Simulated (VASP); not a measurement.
# V (P6_3/mmc) in VASP: further runs, part 2 of 2

VASP 6.6.1. The steps go on from the part before.

## (5) Single point, LDA

This run uses another cell than the first one, of 12.90 Å³/atom, 1.136 times its volume.

INCAR reads:

```
SYSTEM = V
  PREC = Accurate
  ENCUT = 520
  EDIFF = 1E-7
  ISMEAR = -1
  SIGMA = 0.1
  LREAL = .False.
  LASPH = .True.
  NELM = 60
  ALGO = Normal
  ISIF = 2
  LWAVE = .False.
  LCHARG = .False.
  NBANDS = 20
```

KPOINTS reads:

```
regular mesh
0
Gamma
  16 16 8
  0 0 0
```

POSCAR reads:

```
V
1.0
    2.5383997176      0.0000000000      0.0000000000
   -1.2691998588      2.1983186404      0.0000000000
    0.0000000000      0.0000000000      4.6248495010
V
2
Direct
    0.3333333333      0.6666666667      0.2500000000
    0.6666666667      0.3333333333      0.7500000000
```

Potentials or basis: VASP PAW LDA potentials, release 64 (V_sv).

Run with:

```
cat potpaw_LDA.64/V_sv/POTCAR > POTCAR
mpirun -np 1 vasp_std > vasp.out
```

OUTCAR:

```text
SYSTEM = V
   PREC = Accurate
   ENCUT = 520
   EDIFF = 1E-7
   ISMEAR = -1
   LREAL = .False.
   LASPH = .True.
   NELM = 60
   ISIF = 2

 ion  position               nearest neighbor table
   1  0.333  0.667  0.250-   2 2.74   2 2.74   2 2.74   2 2.74   2 2.74   2 2.74
   2  0.667  0.333  0.750-   1 2.74   1 2.74   1 2.74   1 2.74   1 2.74   1 2.74

  LATTYP: Found a hexagonal cell.
 ALAT       =     2.5383997176
 C/A-ratio  =     1.8219547808

  Lattice vectors:

 A1 = (   2.5383997176,   0.0000000000,   0.0000000000)
[... 190 lines left out ...]
      3     -27.4132      2.00000
      4     -26.5921      2.00000
      5     -26.4164      2.00000
      6     -26.4164      2.00000
[... 541 lines left out ...]
     19      14.8461      0.00000
     20      19.7561      0.00000

 [... further k-points ...]
[... 5 lines left out ...]
  --------------------------------------------------------------------------------------
  -------------------------------------------------------------------------------------
  Total        0.0879607      0.0879607      0.0801185      0.0000000      0.0000000      0.0000000
  in kB        5.4607357      5.4607357      4.9738789      0.0000000      0.0000000      0.0000000
  external PRESSURE =       5.2984501 kB  Pullay stress =       0.0000000 kB

 VOLUME and BASIS-vectors are now :
 -----------------------------------------------------------------------------
  energy-cutoff  :      520.00
  volume of cell :       25.81
      direct lattice vectors                 reciprocal lattice vectors
     2.538399718  0.000000000  0.000000000     0.393948988  0.227446554  0.000000000
    -1.269199859  2.198318640  0.000000000     0.000000000  0.454893109  0.000000000
     0.000000000  0.000000000  4.624849501     0.000000000  0.000000000  0.216223252

 POSITION                                       TOTAL-FORCE (eV/Angst)
 -----------------------------------------------------------------------------------
     -0.00000      1.46555      1.15621         0.000000     -0.000000      0.000000
      1.26920      0.73277      3.46864        -0.000000      0.000000      0.000000
 -----------------------------------------------------------------------------------
    total drift:                               -0.000000      0.000000     -0.000000

  FREE ENERGIE OF THE ION-ELECTRON SYSTEM (eV)
  ---------------------------------------------------
  free  energy   TOTEN  =       -19.3994489299 eV

  energy  without entropy=      -19.2940123841  energy(sigma->0) =      -19.34673066
```

OSZICAR:

```text
N       E                     dE             d eps       ncg     rms          rms(c)
DAV:   1     0.321864868162E+03    0.32186E+03   -0.16365E+04  6000   0.154E+03
DAV:   2    -0.123367366198E+02   -0.33420E+03   -0.32834E+03  6200   0.496E+02
DAV:   3    -0.217457426540E+02   -0.94090E+01   -0.92075E+01  6576   0.989E+01
DAV:   4    -0.218466348370E+02   -0.10089E+00   -0.10011E+00  6120   0.102E+01
DAV:   5    -0.218478371341E+02   -0.12023E-02   -0.12023E-02  6260   0.113E+00    0.276E+01
DAV:   6    -0.194828331614E+02    0.23650E+01   -0.96498E+00  6048   0.322E+01    0.374E+00
DAV:   7    -0.194213796507E+02    0.61454E-01   -0.12151E-01  6288   0.322E+00    0.154E+00
DAV:   8    -0.193994763062E+02    0.21903E-01   -0.19279E-02  6108   0.164E+00    0.191E-01
DAV:   9    -0.193994267049E+02    0.49601E-04   -0.70640E-04  6092   0.298E-01    0.406E-02
DAV:  10    -0.193994449322E+02   -0.18227E-04   -0.43592E-05  7232   0.768E-02    0.143E-02
DAV:  11    -0.193994487618E+02   -0.38297E-05   -0.35834E-06  6140   0.181E-02    0.475E-03
DAV:  12    -0.193994489415E+02   -0.17970E-06   -0.73546E-08  3368   0.296E-03    0.436E-04
DAV:  13    -0.193994489299E+02    0.11627E-07   -0.89843E-09  3036   0.113E-03
   1 F= -.19399449E+02 E0= -.19346731E+02  d E =-.105437E+00
```

Wall time 38 s (1 thread of Intel Xeon 6975P-C (Granite Rapids), shared host); peak memory 0.17 GiB.

Results:

```yaml
Free_energy: -19.3994 eV
Pressure: 0.5 GPa
Band_gap_on_the_k_mesh: zero (band 13 reaches 12.15 eV, above the bottom of band 14 at 9.76 eV)
```

Levels at points of the mesh, in eV from the Fermi level:
| k point | band 11 | band 12 | band 13 | band 14 | band 15 | band 16 |
| --- | --- | --- | --- | --- | --- | --- |
| (0.00, 0.00, 0.00) | -0.71 | -0.03 | 0.32 | 0.32 | 0.66 | 0.66 |
| (0.50, 0.00, 0.00) | -3.01 | -0.46 | 0.00 | 0.33 | 0.63 | 3.19 |
| (0.00, 0.00, 0.50) | -1.13 | -1.13 | 0.36 | 0.36 | 0.36 | 0.36 |
| (0.50, 0.00, 0.50) | -2.02 | -2.02 | 1.76 | 1.76 | 1.89 | 1.89 |

## (6) Single point, LDA (volume scaled by 1.04)

INCAR reads:

```
SYSTEM = V
  PREC = Accurate
  ENCUT = 520
  EDIFF = 1E-6
  ISMEAR = -1
  SIGMA = 0.1
  LREAL = .FALSE.
  LASPH = .TRUE.
  NELM = 80
  ALGO = Normal
  ISIF = 2
  LWAVE = .FALSE.
  LCHARG = .FALSE.
  NBANDS = 20
```

KPOINTS reads:

```
Automatic mesh
0
G
  16 16 8
  0 0 0
```

POSCAR reads:

```
V
1.0
    2.5718035445      0.0000000000      0.0000000000
   -1.2859017723      2.2272472031      0.0000000000
    0.0000000000      0.0000000000      4.6857097632
V
2
Direct
    0.3333333333      0.6666666667      0.2500000000
    0.6666666667      0.3333333333      0.7500000000
```

Potentials or basis: VASP PAW LDA potentials, release 64 (V_sv).

Run with:

```
cat potpaw_LDA.64/V_sv/POTCAR > POTCAR
mpirun -np 1 vasp_std > vasp.out
```

Wall time 30 s (1 thread of Intel Xeon 6975P-C (Granite Rapids), shared host); peak memory 0.17 GiB.

The run converged. Its results:

```yaml
Free_energy: -19.3792 eV
Pressure: -6.7 GPa
Band_gap_on_the_k_mesh: zero (band 13 reaches 11.56 eV, above the bottom of band 14 at 9.28 eV)
```

Levels at points of the mesh, in eV from the Fermi level:
```tsv
k point	band 11	band 12	band 13	band 14	band 15	band 16
(0.00, 0.00, 0.00)	-0.65	-0.11	0.32	0.32	0.64	0.64
(0.50, 0.00, 0.00)	-2.84	-0.42	-0.05	0.31	0.61	3.04
(0.00, 0.00, 0.50)	-1.07	-1.07	0.36	0.36	0.36	0.36
(0.50, 0.00, 0.50)	-1.91	-1.91	1.68	1.68	1.77	1.77
```

Caveat: the cell differs from its parent crystal (volume scaled by 1.04).

## (7) Overview

```tsv
cell	gap on the mesh (eV)	pressure (GPa)
a = 2.433, b = 2.433, c = 4.432 Å, angles 90.0, 90.0, 120.0°, 2 atoms	none	33.0
a = 2.469, b = 2.469, c = 4.498 Å, angles 90.0, 90.0, 120.0°, 2 atoms	none	20.1
a = 2.504, b = 2.504, c = 4.562 Å, angles 90.0, 90.0, 120.0°, 2 atoms	none	9.4
a = 2.538, b = 2.538, c = 4.625 Å, angles 90.0, 90.0, 120.0°, 2 atoms	none	0.5
a = 2.572, b = 2.572, c = 4.686 Å, angles 90.0, 90.0, 120.0°, 2 atoms	none	-6.7
```

Alike in all rows: task single point; level LDA; potentials or basis VASP PAW LDA potentials, release 64 (V_sv); no spin polarisation; k mesh 16 × 16 × 8; cutoff (eV) 520; smearing fermi-dirac 0.1 eV.

Total energies depend on the potentials used, so only differences within one code and one set of settings carry meaning.
